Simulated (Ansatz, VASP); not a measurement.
Te: VASP beside Ansatz

```xyz
2
Lattice="4.9626 0.0000 0.0000 -2.4813 4.2977 0.0000 0.0000 0.0000 5.0292" Properties=species:S:1:pos:R:3 pbc="T T T"
Te    0.0000    2.8651    2.8928
Te    2.4813    1.4326    2.1363
```

Alike in both runs: functional PBE; k mesh 12 × 12 × 12; occupations gaussian, width 0.1 eV; no spin polarisation.

Ansatz relaxed the structure, and its values are those at the end. VASP's run is a single point on that final structure, the one shown.

```csv
,VASP,Ansatz
version,VASP 6.6.1,Ansatz 0.2.0
potentials or method,"VASP PAW PBE potentials, release 64 (Te), cutoff 520 eV","scalar-relativistic, plane waves, PAW"
valence electrons in the cell,12,32
```

```tsv
	VASP	Ansatz	Ansatz less VASP
gap on the k mesh at the Fermi level (eV)	none	none	-
pressure (GPa)	0.0	0.0	+0.01
```

A gap of «none» marks a metal or a gap that the smearing closes. VASP's potentials hold 12 valence electrons a cell and Ansatz's 32, so a difference there can come from the potentials and not from the codes.

Neither program's run includes spin-orbit coupling.
